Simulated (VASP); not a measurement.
# In2O3 (R-3c) in VASP: further runs, part 2 of 2

VASP 6.6.1. Earlier steps stand in the parts before.

## Step 3: Electric field gradients, RPBE

Contents of INCAR:

```
SYSTEM = In2O3
  PREC = Accurate
  ENCUT = 520
  EDIFF = 1E-8
  ISMEAR = -1
  SIGMA = 0.02
  LREAL = .False.
  LASPH = .True.
  NELM = 60
  ALGO = Normal
  ISIF = 2
  LWAVE = .False.
  LCHARG = .False.
  GGA = RP
  LEFG = .True.
  NBANDS = 55
```

Contents of KPOINTS:

```
Automatic mesh
0
Gamma
  4 4 4
  0.5 0.5 0.5
```

Contents of POSCAR:

```
In2O3
1.0
    2.7435000000      1.5839604635      4.8366666667
   -2.7435000000      1.5839604635      4.8366666667
    0.0000000000     -3.1679209270      4.8366666667
In O
4 6
Direct
    0.3579101234      0.3579101234      0.3579101234
    0.1420898766      0.1420898766      0.1420898766
    0.6420898766      0.6420898766      0.6420898766
    0.8579101234      0.8579101234      0.8579101234
    0.5459308203      0.9540691797      0.2500000000
    0.2500000000      0.5459308203      0.9540691797
    0.9540691797      0.2500000000      0.5459308203
    0.4540691797      0.0459308203      0.7500000000
    0.7500000000      0.4540691797      0.0459308203
    0.0459308203      0.7500000000      0.4540691797
```

Potentials or basis: VASP PAW PBE potentials, release 64 (In_d, O).

On the command line:

```console
cat potpaw_PBE.64/In_d/POTCAR potpaw_PBE.64/O/POTCAR > POTCAR
mpirun -np 1 vasp_std > vasp.out
```

OUTCAR:

```text
SYSTEM = In2O3
   PREC = Accurate
   ENCUT = 520
   EDIFF = 1E-8
   ISMEAR = -1
   LREAL = .False.
   LASPH = .True.
   NELM = 60
   ISIF = 2
   GGA = RP

 ion  position               nearest neighbor table
   1  0.358  0.358  0.358-   9 2.12   8 2.12  10 2.12   7 2.26   6 2.26   5 2.26   2 3.13   3 3.25
                             3 3.25   3 3.25   2 3.60   2 3.60   2 3.60   4 3.99   4 3.99   4 3.99
   2  0.142  0.142  0.142-  10 2.12   8 2.12   9 2.12   7 2.26   6 2.26   5 2.26   1 3.13   4 3.25
                             4 3.25   4 3.25   1 3.60   1 3.60   1 3.60   3 3.99   3 3.99   3 3.99
   3  0.642  0.642  0.642-   6 2.12   5 2.12   7 2.12   9 2.26  10 2.26   8 2.26   4 3.13   1 3.25
                             1 3.25   1 3.25   4 3.60   4 3.60   4 3.60   2 3.99   2 3.99   2 3.99
   4  0.858  0.858  0.858-   7 2.12   5 2.12   6 2.12   9 2.26  10 2.26   8 2.26   3 3.13   2 3.25
                             2 3.25   2 3.25   3 3.60   3 3.60   3 3.60   1 3.99   1 3.99   1 3.99
   5  0.546  0.954  0.250-   3 2.12   4 2.12   1 2.26   2 2.26
   6  0.250  0.546  0.954-   3 2.12   4 2.12   1 2.26   2 2.26
   7  0.954  0.250  0.546-   4 2.12   3 2.12   1 2.26   2 2.26
   8  0.454  0.046  0.750-   1 2.12   2 2.12   3 2.26   4 2.26
   9  0.750  0.454  0.046-   1 2.12   2 2.12   3 2.26   4 2.26
  10  0.046  0.750  0.454-   2 2.12   1 2.12   3 2.26   4 2.26

  LATTYP: Found a trigonal (rhomboedric) cell.
 ALAT       =     5.7817875648
 COS(alpha) =     0.5496857780

  Lattice vectors:

 A1 = (   2.7435000000,   1.5839604635,   4.8366666667)
 A2 = (  -2.7435000000,   1.5839604635,   4.8366666667)
 A3 = (   0.0000000000,  -3.1679209270,   4.8366666667)

Analysis of symmetry for initial positions (statically):
=====================================================================
 Subroutine PRICEL returns:
 Original cell was already a primitive cell.

 Routine SETGRP: Setting up the symmetry group for a
 trigonal (rhombohedral) supercell.

 Subroutine GETGRP returns: Found 12 space group operations
 (whereof  6 operations were pure point group operations)
 out of a pool of 12 trial point group operations.

The static configuration has the point symmetry S_6 .
[... 776 lines left out ...]
     -1.11973      1.58396      8.46417         0.002139     -0.000000      0.000000
     -0.81189     -1.76169      8.46417        -0.001070      0.001852      0.000000
      1.93161      0.17773      8.46417        -0.001070     -0.001852      0.000000
      1.11973     -1.58396      6.04583        -0.002139     -0.000000      0.000000
      0.81189      1.76169      6.04583         0.001070     -0.001852      0.000000
     -1.93161     -0.17773      6.04583         0.001070      0.001852      0.000000
 -----------------------------------------------------------------------------------
    total drift:                                0.000000      0.000000     -0.000000

  FREE ENERGIE OF THE ION-ELECTRON SYSTEM (eV)
  ---------------------------------------------------
  free  energy   TOTEN  =       -51.1917038843 eV

  energy  without entropy=      -51.1917038843  energy(sigma->0) =      -51.19170388

 Electric field gradients (V/A^2)
---------------------------------------------------------------------
 ion       V_xx      V_yy      V_zz      V_xy      V_xz      V_yz
---------------------------------------------------------------------
   1     -22.942   -22.942    45.883    -0.000     0.000     0.000
   2     -22.942   -22.942    45.883     0.000    -0.000     0.000
   3     -22.942   -22.942    45.883    -0.000     0.000     0.000
   4     -22.942   -22.942    45.883     0.000    -0.000     0.000
   5       9.838     5.951   -15.789     0.000     0.000   -38.156
   6       6.923     8.866   -15.789    -1.683    33.044    19.078
   7       6.923     8.866   -15.789     1.683   -33.044    19.078
   8       9.838     5.951   -15.789    -0.000    -0.000   -38.156
   9       6.923     8.866   -15.789    -1.683    33.044    19.078
  10       6.923     8.866   -15.789     1.683   -33.044    19.078
---------------------------------------------------------------------

 Electric field gradients after diagonalization (V/A^2)
 (convention: |V_zz| > |V_xx| > |V_yy|)
----------------------------------------------------------------------
 ion       V_xx      V_yy      V_zz     asymmetry (V_yy - V_xx)/ V_zz
----------------------------------------------------------------------
   1     -22.942   -22.942    45.883       0.000
   2     -22.942   -22.942    45.883       0.000
   3     -22.942   -22.942    45.883       0.000
   4     -22.942   -22.942    45.883       0.000
   5      34.756     9.838   -44.594       0.559
   6      34.756     9.838   -44.594       0.559
   7      34.756     9.838   -44.594       0.559
   8      34.756     9.838   -44.594       0.559
   9      34.756     9.838   -44.594       0.559
  10      34.756     9.838   -44.594       0.559
----------------------------------------------------------------------

           NMR quadrupolar parameters

 Cq : quadrupolar parameter    Cq=e*Q*V_zz/h
 eta: asymmetry parameters     (V_yy - V_xx)/ V_zz
 Q  : nuclear electric quadrupole moment in mb (millibarn)
----------------------------------------------------------------------
 ion       Cq(MHz)       eta       Q (mb)
----------------------------------------------------------------------
   1       0.111       0.000       1.000
   2       0.111       0.000       1.000
   3       0.111       0.000       1.000
   4       0.111       0.000       1.000
   5      -0.108       0.559       1.000
   6      -0.108       0.559       1.000
   7      -0.108       0.559       1.000
   8      -0.108       0.559       1.000
   9      -0.108       0.559       1.000
  10      -0.108       0.559       1.000
----------------------------------------------------------------------
```

OSZICAR:

```text
N       E                     dE             d eps       ncg     rms          rms(c)
DAV:   1     0.129754632321E+04    0.12975E+04   -0.41255E+04  1122   0.232E+03
DAV:   2     0.203191263156E+03   -0.10944E+04   -0.10412E+04  1163   0.655E+02
DAV:   3    -0.397318282180E+02   -0.24292E+03   -0.23658E+03  1201   0.273E+02
DAV:   4    -0.608406103183E+02   -0.21109E+02   -0.20903E+02  1505   0.849E+01
DAV:   5    -0.612619659461E+02   -0.42136E+00   -0.42050E+00  1416   0.132E+01    0.231E+01
DAV:   6    -0.509899462170E+02    0.10272E+02   -0.37186E+01  1688   0.612E+01    0.182E+01
DAV:   7    -0.511981878241E+02   -0.20824E+00   -0.35389E+00  1288   0.109E+01    0.445E+00
DAV:   8    -0.511809811160E+02    0.17207E-01   -0.22613E-01  1712   0.337E+00    0.253E+00
DAV:   9    -0.511895098995E+02   -0.85288E-02   -0.75251E-02  1640   0.276E+00    0.380E-01
DAV:  10    -0.511903384139E+02   -0.82851E-03   -0.12563E-02  1584   0.112E+00    0.124E-01
DAV:  11    -0.511916800431E+02   -0.13416E-02   -0.25297E-03  1440   0.316E-01    0.115E-01
DAV:  12    -0.511916941845E+02   -0.14141E-04   -0.48168E-04  1640   0.201E-01    0.270E-02
DAV:  13    -0.511917004148E+02   -0.62303E-05   -0.40051E-05  1448   0.387E-02    0.944E-03
DAV:  14    -0.511917039257E+02   -0.35109E-05   -0.71132E-06  1384   0.224E-02    0.393E-03
DAV:  15    -0.511917038993E+02    0.26354E-07   -0.12486E-06  1448   0.619E-03    0.879E-04
DAV:  16    -0.511917038495E+02    0.49826E-07   -0.21551E-07  1288   0.232E-03    0.457E-04
DAV:  17    -0.511917038816E+02   -0.32118E-07   -0.64715E-09   960   0.638E-04    0.832E-05
DAV:  18    -0.511917038843E+02   -0.27158E-08   -0.32242E-09   768   0.436E-04
   1 F= -.51191704E+02 E0= -.51191704E+02  d E =-.142532E-10
```

stdout:

```text
POSCAR found type information on POSCAR InO
 POSCAR found :  2 types and      10 ions
 scaLAPACK will be used
 -----------------------------------------------------------------------------
|                                                                             |
|                                                                             |
|     You enforced a specific xc type in the INCAR file but a different       |
|     I HOPE YOU KNOW WHAT YOU ARE DOING!                                     |
|                                                                             |
 -----------------------------------------------------------------------------

 LDA part: xc-table for (Slater+PW92), standard interpolation
 POSCAR, INCAR and KPOINTS ok, starting setup
 FFT: planning ... GRIDC
 FFT: planning ... GRID_SOFT
 FFT: planning ... GRID
 WAVECAR not read
 entering main loop
ion   1

ion   2

ion   3
[... 46 lines left out ...]
     0.0000293    -1.3878645   -16.7559979    12.2754612    29.0222396     0.8012840
     0.0000403    -1.3878643   -16.7559950    12.2754591    29.0222347     0.8012838
     0.0000555    -1.3878638   -16.7559901    12.2754556    29.0222262     0.8012836
     0.0000765    -1.3878631   -16.7559819    12.2754496    29.0222120     0.8012832
```

Wall time 2 min (1 thread of Intel Xeon Platinum 8259CL at 2.50GHz (Skylake/Cascade Lake), shared host); peak memory 0.32 GiB.

What came out:

```
Free energy            : -51.1917 eV
Pressure               : 13.2 GPa
Band gap on the k mesh : 1.87 eV, indirect (least direct gap 1.91 eV)
```

Forces in eV/Å, atoms in the order of the input:
```
In   0.000  0.000  0.000
In   0.000  0.000  0.000
In   0.000  0.000  0.000
In   0.000  0.000  0.000
O    0.002  0.000  0.000
O   -0.001  0.002  0.000
O   -0.001 -0.002  0.000
O   -0.002  0.000  0.000
O    0.001 -0.002  0.000
O    0.001  0.002  0.000
```

Levels at points of the mesh, in eV from the valence-band top:
```csv
k point,band 41,band 42,band 43,band 44,band 45,band 46,band 47,band 48
"(0.12, 0.12, 0.12)",-0.15,-0.15,-0.03,-0.03,1.87,5.64,6.46,7.44
```

Electric field gradients, principal values (V/Å²):
```csv
atom,least,middle,greatest (by size)
1 In,-22.942,-22.942,45.883
2 In,-22.942,-22.942,45.883
3 In,-22.942,-22.942,45.883
4 In,-22.942,-22.942,45.883
5 O,9.838,34.756,-44.594
6 O,9.838,34.756,-44.594
7 O,9.838,34.756,-44.594
8 O,9.838,34.756,-44.594
9 O,9.838,34.756,-44.594
10 O,9.838,34.756,-44.594
```

Caveat: without QUAD_EFG the Cq values of the log hold for a quadrupole moment of 1 mb, not for the nuclei; the PAW data sets were made with another functional, which shifts forces and pressure a little; spin-orbit coupling is left out, which moves the levels of the heavy elements.
